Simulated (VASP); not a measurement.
# F (P6/mmm) in VASP: further runs

The runs below take F through single point, relaxation of cell and atoms, with PBE.

Everything below comes from runs of VASP 6.6.1. Logs are shortened: lines on timing, memory, paths and dates and some standing lists are left out, and cuts for length are marked.

### 1 The cell of the first run

Symmetry: P6/mmm, No. 191, hexagonal system. The conventional cell has a = 2.277 Å, b = 2.277 Å, c = 1.639 Å, α = 90.00°, β = 90.00°, γ = 120.00°. Within 2.3 Å of F (site symmetry 6/mmm) lie 8 F at 1.64 to 2.28 Å.

### 2 Single point, PBE

File INCAR:

```
SYSTEM = F
ALGO     = Normal         ! electronic algorithm
EDIFF    = 1E-6           ! SCF threshold, eV
ENCUT    = 520            ! plane-wave cutoff, eV
GGA      = PE             ! functional
ISIF     = 2              ! what is computed and relaxed
ISMEAR   = -1             ! smearing method
LASPH    = .TRUE.         ! aspherical terms in the spheres
LCHARG   = .FALSE.        ! write CHGCAR
LREAL    = .FALSE.        ! projectors in reciprocal space
LWAVE    = .FALSE.        ! write WAVECAR
NBANDS   = 10             ! bands
NELM     = 80             ! most SCF steps
PREC     = Accurate       ! precision mode
SIGMA    = 0.08           ! smearing width, eV
```

File KPOINTS:

```
k-points
0
G
  20 20 18
  0 0 0
```

File POSCAR:

```
F
1.0
    2.2767166050      0.0000000000      0.0000000000
   -1.1383583025      1.9716944171      0.0000000000
    0.0000000000      0.0000000000      1.6393219960
F
1
Direct
    0.0000000000      0.0000000000      0.0000000000
```

Potentials or basis: VASP PAW PBE potentials, release 64 (F).

The run is started by

```
$ cat potpaw_PBE.64/F/POTCAR > POTCAR
$ mpirun -np 1 vasp_std > vasp.out
```

OUTCAR:

```text
SYSTEM = F
   EDIFF = 1E-6
   ENCUT = 520
   GGA = PE
   ISIF = 2
   ISMEAR = -1
   LASPH = .TRUE.
   LREAL = .FALSE.
   NELM = 80
   PREC = Accurate

 ion  position               nearest neighbor table
   1  0.000  0.000  0.000-

  LATTYP: Found a hexagonal cell.
 ALAT       =     2.2767166050
 C/A-ratio  =     0.7200377914

  Lattice vectors:

 A1 = (   2.2767166050,   0.0000000000,   0.0000000000)
 A2 = (  -1.1383583025,   1.9716944171,   0.0000000000)
 A3 = (   0.0000000000,   0.0000000000,   1.6393219960)

Analysis of symmetry for initial positions (statically):
=====================================================================
 Subroutine PRICEL returns:
 Original cell was already a primitive cell.

 Routine SETGRP: Setting up the symmetry group for a
 hexagonal supercell.

 Subroutine GETGRP returns: Found 24 space group operations
 (whereof 24 operations were pure point group operations)
 out of a pool of 24 trial point group operations.

The static configuration has the point symmetry D_6h.

Analysis of symmetry for dynamics (positions and initial velocities):
=====================================================================
 Subroutine PRICEL returns:
 Original cell was already a primitive cell.

 Routine SETGRP: Setting up the symmetry group for a
 hexagonal supercell.

 Subroutine GETGRP returns: Found 24 space group operations
 (whereof 24 operations were pure point group operations)
 out of a pool of 24 trial point group operations.

The dynamic configuration has the point symmetry D_6h.

 Subroutine INISYM returns: Found 24 space group operations
 (whereof 24 operations are pure point group operations),
 and found     1 'primitive' translations

----------------------------------------------------------------------------------------

                                     Primitive cell

  volume of cell :       7.3589

  direct lattice vectors                    reciprocal lattice vectors
     2.276716605  0.000000000  0.000000000     0.439229019  0.253588992  0.000000000
    -1.138358302  1.971694417  0.000000000     0.000000000  0.507177984  0.000000000
     0.000000000  0.000000000  1.639321996     0.000000000  0.000000000  0.610008285

  length of vectors
     2.276716605  2.276716605  1.639321996     0.507177984  0.507177984  0.610008285

  position of ions in fractional coordinates (direct lattice)
     0.000000000  0.000000000  0.000000000

  ion indices of the primitive-cell ions
   primitive index   ion index
                 1           1

----------------------------------------------------------------------------------------

 KPOINTS: k-points

Automatic generation of k-mesh.
 Grid dimensions read from file:
 generate k-points for:   20   20   18

 Generating k-lattice:

  Cartesian coordinates                     Fractional coordinates (reciprocal lattice)
     0.021961451  0.012679450  0.000000000     0.050000000 -0.000000000  0.000000000
     0.000000000  0.025358899  0.000000000     0.000000000  0.050000000  0.000000000
     0.000000000  0.000000000  0.033889349     0.000000000  0.000000000  0.055555556

  Length of vectors
     0.025358899  0.025358899  0.033889349

  Shift w.r.t. Gamma in fractional coordinates (k-lattice)
     0.000000000  0.000000000  0.000000000

 Subroutine IBZKPT returns following result:
 ===========================================

 Found    440 irreducible k-points:

 Following reciprocal coordinates:
            Coordinates               Weight
  0.000000  0.000000  0.000000      1.000000
  0.050000  0.000000  0.000000      6.000000
  0.100000  0.000000  0.000000      6.000000
  0.150000  0.000000  0.000000      6.000000
  0.200000  0.000000  0.000000      6.000000
  0.250000  0.000000  0.000000      6.000000
[... 16 lines left out ...]
  0.200000  0.100000  0.000000     12.000000
  0.250000  0.100000  0.000000     12.000000
 [... further k-points ...]
   k-points           NKPTS =    440   k-points in BZ     NKDIM =    440   number of bands    NBANDS=     10
   number of dos      NEDOS =    301   number of ions     NIONS =      1
   total plane-waves  NPLWV =   3888
   dimension x,y,z NGX =    18 NGY =   18 NGZ =   12
   dimension x,y,z NGXF=    36 NGYF=   36 NGZF=   24
   ions per type =               1
   NGX,Y,Z   is equivalent  to a cutoff of  13.14, 13.14, 12.17 a.u.
   NGXF,Y,Z  is equivalent  to a cutoff of  26.29, 26.29, 24.34 a.u.
 SYSTEM =  F
   PREC   = accura    normal or accurate (medium, high low for compatibility)
   ISTART =      0    job   : 0-new  1-cont  2-samecut
   ICHARG =      2    charge: 1-file 2-atom 10-const
   ISPIN  =      1    spin polarized calculation?
   LNONCOLLINEAR =      F non collinear calculations
   LSORBIT =      F    spin-orbit coupling
   LASPH  =      T    aspherical Exc in radial PAW
   ENCUT  =  520.0 eV  38.22 Ry    6.18 a.u.   4.23  4.23  3.05*2*pi/ulx,y,z
   NELM   =     80;   NELMIN=  2; NELMDL= -5     # of ELM steps
   EDIFF  = 0.1E-05   stopping-criterion for ELM
   LREAL  =      F    real-space projection
   EDIFFG = 0.1E-04   stopping-criterion for IOM
   NSW    =      0    number of steps for IOM
   IBRION =     -1    ionic relax: 0-MD 1-quasi-New 2-CG
   NFREE  =      0    steps in history (QN), initial steepest desc. (CG)
   ISIF   =      2    stress and relaxation
   ISYM   =      2    0-nonsym 1-usesym 2-fastsym
   POTIM  = 0.5000    time-step for ionic-motion
   TEBEG  =    0.0;   TEEND  =   0.0 temperature during run
   PSTRESS=    0.0 pullay stress
   NELECT =       7.0000    total number of electrons
   NUPDOWN=      -1.0000    fix difference up-down
   EMIN   =  10.00;   EMAX   =-10.00  energy-range for DOS
   EFERMI =   0.00;   METHOD = LEGACY
   ISMEAR =    -1;   SIGMA  =   0.08  broadening in eV -4-tet -1-fermi 0-gaus
   EFERMI_NEDOS =   21; number of points for ismear=-14 and -15
   IALGO  =     38    algorithm
   IMIX   =      4    mixing-type and parameters
     AMIX     =   0.40;   BMIX     =  1.00
     AMIX_MAG =   1.60;   BMIX_MAG =  1.00
  volume/ion in A,a.u.               =       7.36        49.66
  Fermi-wavevector in a.u.,A,eV,Ry     =   1.610040  3.042534 35.269397  2.592228
  Thomas-Fermi vector in A             =   2.705653
   LORBIT       =      0    0 simple, 1 ext, 2 COOP (PROOUT), +10 PAW based schemes
   GGA     = PE    functional components
   LHFCALC =     F    Hartree Fock is set to
   AEXX    =    0.0000 exact exchange contribution
   IVDW    =     0    specifies the selected vdW correction
   LEPSILON=     F    determine dielectric tensor
   LRPA    =     F    only Hartree local field effects (RPA)
 non-spin polarized calculation
  energy-cutoff  :      520.00
  volume of cell :        7.36
 maximum number of plane-waves:       222
 NGX is ok and might be reduce to    18
   NGX =  9   NGY =  9   NGZ =  7

 number of electron       7.0000001 magnetization

 Free energy of the ion-electron system (eV)
  ---------------------------------------------------
  ext. energy  EPLUGINS =         0.00000000
  ---------------------------------------------------
  free energy    TOTEN  =        -1.03119967 eV

  energy without entropy =       -1.01975557  energy(sigma->0) =       -1.02547762

 E-fermi :   0.6490     XC(G=0): -11.9072

 val. band max:        0.6423091537   @ k =   0.1000   0.0000   0.3889
 cond. band min:       0.6558189180   @ k =   0.2000   0.1500   0.5000
 fundamental gap:      0.0135097643
 Fermi energy:         0.6490181609

 k-point     1 :       0.0000    0.0000    0.0000
  band No.  band energies     occupation
      1     -25.3715      2.00000
      2      -1.1291      2.00000
      3      -1.1291      2.00000
      4       4.4025      0.00000
      5      14.8259      0.00000
      6      33.3004      0.00000
      7      33.3004      0.00000
      8      37.7923      0.00000
      9      41.4850      0.00000
     10      54.9070      0.00000

 k-point     2 :       0.0500    0.0000    0.0000
  band No.  band energies     occupation
      1     -25.3347      2.00000
      2      -1.2894      2.00000
      3      -1.1570      2.00000
      4       4.4080      0.00000
      5      15.0014      0.00000
      6      32.1541      0.00000
      7      33.4456      0.00000
      8      39.1810      0.00000
      9      41.5476      0.00000
     10      54.8295      0.00000

 k-point     3 :       0.1000    0.0000    0.0000
  band No.  band energies     occupation
      1     -25.2251      2.00000
      2      -1.7413      2.00000
      3      -1.2373      2.00000
      4       4.4246      0.00000
      5      15.4984      0.00000
      6      30.2022      0.00000
      7      33.8750      0.00000
      8      41.7267      0.00000
      9      41.8480      0.00000
     10      54.7092      0.00000

 k-point     4 :       0.1500    0.0000    0.0000
  band No.  band energies     occupation
      1     -25.0508      2.00000
      2      -2.4125      2.00000
      3      -1.3606      2.00000
      4       4.4509      0.00000
      5      16.2334      0.00000
      6      28.3159      0.00000
      7      34.5609      0.00000
      8      42.0045      0.00000
      9      44.8501      0.00000
     10      54.6075      0.00000

 k-point     5 :       0.2000    0.0000    0.0000
  band No.  band energies     occupation
      1     -24.8223      2.00000
      2      -3.2142      2.00000
      3      -1.5128      2.00000
      4       4.4839      0.00000
      5      17.1009      0.00000
      6      26.6669      0.00000
      7      35.4642      0.00000
      8      42.3350      0.00000
      9      47.8204      0.00000
     10      54.8813      0.00000

 k-point     6 :       0.2500    0.0000    0.0000
  band No.  band energies     occupation
      1     -24.5583      2.00000
      2      -4.0613      2.00000
      3      -1.6780      2.00000
      4       4.5197      0.00000
      5      17.9831      0.00000
      6      25.3197      0.00000
      7      36.5194      0.00000
      8      42.6575      0.00000
      9      50.1685      0.00000
     10      54.9318      0.00000
[... 183 lines left out ...]
 k-point    21 :       0.1000    0.1000    0.0000
  band No.  band energies     occupation
      1     -24.9507      2.00000
      2      -2.7256      2.00000
      3      -1.4866      2.00000
      4       4.4653      0.00000
      5      16.6466      0.00000
      6      27.5217      0.00000
      7      34.9144      0.00000
      8      42.1595      0.00000
      9      46.2956      0.00000
     10      54.4598      0.00000

 k-point    22 :       0.1500    0.1000    0.0000
  band No.  band energies     occupation
      1     -24.7301      2.00000
      2      -3.4243      2.00000
      3      -1.6925      2.00000
      4       4.4968      0.00000
      5      17.4874      0.00000
      6      26.1469      0.00000
      7      35.7284      0.00000
      8      42.4754      0.00000
      9      48.8835      0.00000
     10      54.4984      0.00000

 k-point    23 :       0.2000    0.1000    0.0000
  band No.  band energies     occupation
      1     -24.4753      2.00000
      2      -4.1698      2.00000
      3      -1.9184      2.00000
      4       4.5312      0.00000
      5      18.3717      0.00000
      6      24.9690      0.00000
      7      36.6509      0.00000
      8      42.8006      0.00000
      9      50.8116      0.00000
     10      54.7595      0.00000

 k-point    24 :       0.2500    0.1000    0.0000
  band No.  band energies     occupation
      1     -24.2073      2.00000
      2      -4.8957      2.00000
      3      -2.1394      2.00000
      4       4.5657      0.00000
      5      19.1812      0.00000
      6      24.0725      0.00000
      7      37.5936      0.00000
      8      43.1000      0.00000
      9      51.7729      0.00000
     10      55.1343      0.00000

 [... further k-points ...]

------------------------ aborting loop because EDIFF is reached ----------------------------------------

  FORCE on cell =-STRESS in cart. coord.  units (eV):
  Direction    XX          YY          ZZ          XY          YZ          ZX
  --------------------------------------------------------------------------------------
  -------------------------------------------------------------------------------------
  Total        2.3863640      2.3863640      2.4160334      0.0000000     -0.0000000      0.0000000
  in kB      519.5584716    519.5584716    526.0180677      0.0000000     -0.0000000      0.0000000
  external PRESSURE =     521.7116703 kB  Pullay stress =       0.0000000 kB

 VOLUME and BASIS-vectors are now :
 -----------------------------------------------------------------------------
  energy-cutoff  :      520.00
  volume of cell :        7.36
      direct lattice vectors                 reciprocal lattice vectors
     2.276716605  0.000000000  0.000000000     0.439229019  0.253588992  0.000000000
    -1.138358302  1.971694417  0.000000000     0.000000000  0.507177984  0.000000000
     0.000000000  0.000000000  1.639321996     0.000000000  0.000000000  0.610008285

 POSITION                                       TOTAL-FORCE (eV/Angst)
 -----------------------------------------------------------------------------------
      0.00000      0.00000      0.00000        -0.000000      0.000000      0.000000
 -----------------------------------------------------------------------------------
    total drift:                               -0.000000      0.000000      0.000000

  FREE ENERGIE OF THE ION-ELECTRON SYSTEM (eV)
  ---------------------------------------------------
  free  energy   TOTEN  =        -1.0311996733 eV

  energy  without entropy=       -1.0197555659  energy(sigma->0) =       -1.02547762
```

Wall time 28 s (1 thread of Intel Xeon 8259CL, shared host); peak memory 0.13 GiB.

Results:

| Item | Value |
| --- | --- |
| Free energy | -1.0312 eV |
| Pressure | 52.2 GPa |
| Band gap on the k mesh | zero (an odd number of electrons rules out a gap without spin polarisation) |

Stress tensor (GPa, compression positive):
```
51.96  0.00  0.00
 0.00 51.96  0.00
 0.00  0.00 52.60
```

Caveat: the cell stands under pressure; an odd number of electrons without spin polarisation forces a metal; a magnetic or distorted state may lie lower.

### 3 Relaxation of cell and atoms, PBE, target pressure 53 GPa, at which the enthalpy is minimised

File INCAR:

```
SYSTEM = F
PREC     = Accurate       ! precision mode
ENCUT    = 600            ! plane-wave cutoff, eV
EDIFF    = 1E-7           ! SCF threshold, eV
ISMEAR   = -1             ! smearing method
SIGMA    = 0.08           ! smearing width, eV
LREAL    = .FALSE.        ! projectors in reciprocal space
LASPH    = .TRUE.         ! aspherical terms in the spheres
NELM     = 80             ! most SCF steps
ALGO     = Normal         ! electronic algorithm
ISIF     = 3              ! what is computed and relaxed
LWAVE    = .FALSE.        ! write WAVECAR
LCHARG   = .FALSE.        ! write CHGCAR
GGA      = PE             ! functional
IBRION   = 2              ! ionic algorithm
NSW      = 32             ! ionic steps
EDIFFG   = -0.005         ! ionic threshold
PSTRESS  = 530.0
```

File KPOINTS:

```
Automatic mesh
0
G
  20 20 18
  0 0 0
```

File POSCAR:

```
F
1.0
    2.2764120854      0.0000000000      0.0000000000
   -1.1382060427      1.9714306954      0.0000000000
    0.0000000000      0.0000000000      1.6401263777
F
1
Direct
    0.0000000000      0.0000000000      0.0000000000
```

Potentials or basis: VASP PAW PBE potentials, release 64 (F).

The run is started by

```
$ cat potpaw_PBE.64/F/POTCAR > POTCAR
$ mpirun -np 1 vasp_std > vasp.out
```

OUTCAR:

```text
SYSTEM = F
   PREC = Accurate
   ENCUT = 600
   EDIFF = 1E-7
   ISMEAR = -1
   LREAL = .FALSE.
   LASPH = .TRUE.
   NELM = 80
   ISIF = 3
   GGA = PE
   IBRION = 2
   NSW = 32
   EDIFFG = -0.005
   PSTRESS = 530.0

 ion  position               nearest neighbor table
   1  0.000  0.000  0.000-

  LATTYP: Found a hexagonal cell.
 ALAT       =     2.2764120854
 C/A-ratio  =     0.7204874672

  Lattice vectors:

 A1 = (   2.2764120854,   0.0000000000,   0.0000000000)
 A2 = (  -1.1382060427,   1.9714306954,   0.0000000000)
 A3 = (   0.0000000000,   0.0000000000,   1.6401263777)

Analysis of symmetry for initial positions (statically):
[... 326 lines left out ...]

  energy without entropy =       -1.01332370  energy(sigma->0) =       -1.01902675

 E-fermi :   0.6864     XC(G=0): -11.9264

 val. band max:        0.6833051344   @ k =   0.0500   0.0000   0.3333
 cond. band min:       0.6914987062   @ k =   0.2000   0.1500   0.5000
 fundamental gap:      0.0081935719
 Fermi energy:         0.6864079925

 k-point     1 :       0.0000    0.0000    0.0000
  band No.  band energies     occupation
      1     -25.3611      2.00000
      2      -1.0863      2.00000
      3      -1.0863      2.00000
      4       4.4332      0.00000
      5      14.9023      0.00000
      6      33.3936      0.00000
      7      33.3936      0.00000
[... 221 lines left out ...]
 k-point    24 :       0.2500    0.1000    0.0000
  band No.  band energies     occupation
      1     -24.1860      2.00000
      2      -4.8750      2.00000
      3      -2.1031      2.00000
      4       4.5978      0.00000
      5      19.2589      0.00000
      6      24.1418      0.00000
      7      37.6969      0.00000

 [... further k-points ...]

------------------------ aborting loop because EDIFF is reached ----------------------------------------

  FORCE on cell =-STRESS in cart. coord.  units (eV):
  Direction    XX          YY          ZZ          XY          YZ          ZX
  --------------------------------------------------------------------------------------
  -------------------------------------------------------------------------------------
  Total        2.4270063      2.4270063      2.4268987      0.0000000     -0.0000000      0.0000000
  in kB      530.0455945    530.0455945    530.0220944      0.0000000     -0.0000000      0.0000000
  external PRESSURE =       0.0377611 kB  Pullay stress =     530.0000000 kB
[... 20 lines left out ...]
  energy  without entropy=       -1.0133236953  energy(sigma->0) =       -1.01902675

  enthalpy is  TOTEN    =         1.4020677285 eV   P V=        2.4267975414

 reached required accuracy - stopping structural energy minimisation
```

OSZICAR:

```text
N       E                     dE             d eps       ncg     rms          rms(c)
DAV:   1     0.126675530794E+02    0.12668E+02   -0.45074E+03  6678   0.102E+03
DAV:   2    -0.116111387912E+01   -0.13829E+02   -0.13067E+02  7077   0.139E+02
[... 37 lines left out ...]
   4 F= 0.14020695E+01 E0= 0.14077719E+01  d E =-.777610E-05
       N       E                     dE             d eps       ncg     rms          rms(c)
DAV:   1    -0.102474187746E+01   -0.76298E-03   -0.51567E-04  6867   0.284E-01    0.247E-02
DAV:   2    -0.102473041217E+01    0.11465E-04   -0.18665E-05  6818   0.471E-02    0.109E-02
DAV:   3    -0.102472956778E+01    0.84438E-06   -0.61782E-06  7406   0.276E-02    0.291E-03
DAV:   4    -0.102472983918E+01   -0.27140E-06   -0.48813E-07  6713   0.871E-03    0.706E-04
DAV:   5    -0.102472981285E+01    0.26329E-07   -0.56914E-08  3150   0.258E-03
   5 F= 0.14020677E+01 E0= 0.14077708E+01  d E =-.956129E-05
```

Run time: 86 s. Hardware: 1 thread of Intel Xeon 8259CL, shared host; peak memory 0.13 GiB.

What came out:

| Item | Value |
| --- | --- |
| Free energy | -1.0247 eV |
| Relaxed volume | 7.34 Å³/atom |
| Relaxed cell | a = 2.273 Å, b = 2.273 Å, c = 1.639 Å, α = 90.00°, β = 90.00°, γ = 120.00° |
| Space group after relaxing (to 0.1 Å) | P6/mmm (No. 191) |
| Energy change on relaxing (the run minimises the enthalpy) | +8.0 meV/atom |
| Ionic steps | 5 |
| Pressure after relaxing | 53.0 GPa |
| Band gap on the k mesh | zero (an odd number of electrons rules out a gap without spin polarisation) |

Step by step:
| step | energy change (eV) | largest force (eV/Å) | pressure (GPa) | volume (Å³) |
| --- | --- | --- | --- | --- |
| 1 | 0.0000 | 0.0000 | 52.13 | 7.36 |
| 2 | 0.0142 | 0.0000 | 53.96 | 7.32 |
| 3 | 0.0064 | 0.0000 | 52.96 | 7.34 |
| 4 | 0.0088 | 0.0000 | 53.04 | 7.33 |
| 5 | 0.0080 | 0.0000 | 53.00 | 7.34 |

Final structure:
```
F
1.0
     2.27345    0.00000    0.00000
    -1.13672    1.96886    0.00000
     0.00000    0.00000    1.63896
F
1
Direct
  0.00000 0.00000 0.00000
```

Caveat: the cell is relaxed towards a set pressure, so the run minimises the enthalpy, not the energy; an odd number of electrons without spin polarisation forces a metal; a magnetic or distorted state may lie lower.
